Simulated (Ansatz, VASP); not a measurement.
One calculation of LiBr, two programs

INCAR

```
SYSTEM = LiBr
ALGO = Normal
EDIFF = 1E-6
ENCUT = 750
GGA = PE
GGA_COMPAT = .FALSE.
ISIF = 2
ISMEAR = -1
LASPH = .TRUE.
LCHARG = .TRUE.
LELF = .TRUE.
LREAL = .FALSE.
LVHAR = .TRUE.
LWAVE = .FALSE.
NBANDS = 12
NELM = 120
PREC = Accurate
SIGMA = 0.08
```

The input KPOINTS:

```
k-points
0
G
  12 12 12
  0 0 0
```

The input POSCAR:

```
LiBr
1.0
    0.0000000000      2.7730363671      2.7730363671
    2.7730363671      0.0000000000      2.7730363671
    2.7730363671      2.7730363671      0.0000000000
Li Br
1 1
Direct
    0.0000000000      0.0000000000      0.0000000000
    0.5000000000      0.5000000000      0.5000000000
```

Input for Ansatz:

```yaml
crystal:
  lattice:
    - [0.0, 2.7730363671, 2.7730363671]
    - [2.7730363671, 0.0, 2.7730363671]
    - [2.7730363671, 2.7730363671, 0.0]
  atoms:
    - { symbol: Li, position: [0.0, 0.0, 0.0] }
    - { symbol: Br, position: [0.5, 0.5, 0.5] }
kpoints:
  mp_grid: { grid: [12, 12, 12] }
scf:
  occupations: { method: fermi_dirac, width: 0.08 }
hamiltonian:
  xc: pbe
  pseudopotentials: { kind: all_electron, lapw: { basis_error: 0.001 } }
output:
  forces: true
  stress: true
  eigenvalues: true
```

Change from the starting cell: volume scaled by 1.02.

Alike in both runs: task single point; functional PBE; k mesh 12 × 12 × 12; occupations fermi-dirac, width 0.08 eV; no spin polarisation.

|  | VASP | Ansatz |
| --- | --- | --- |
| version | VASP 6.6.1 | Ansatz 0.2.0 |
| potentials or method | VASP PAW PBE potentials, release 64 (Li_sv, Br), cutoff 750 eV | all-electron LAPW, scalar-relativistic |

```csv
,VASP,Ansatz,Ansatz less VASP
gap on the k mesh at the Fermi level (eV),4.83,4.83,-0.005
pressure (GPa),-0.5,-0.5,+0.05
```

Ansatz ran all-electron here, and VASP with PAW potentials.
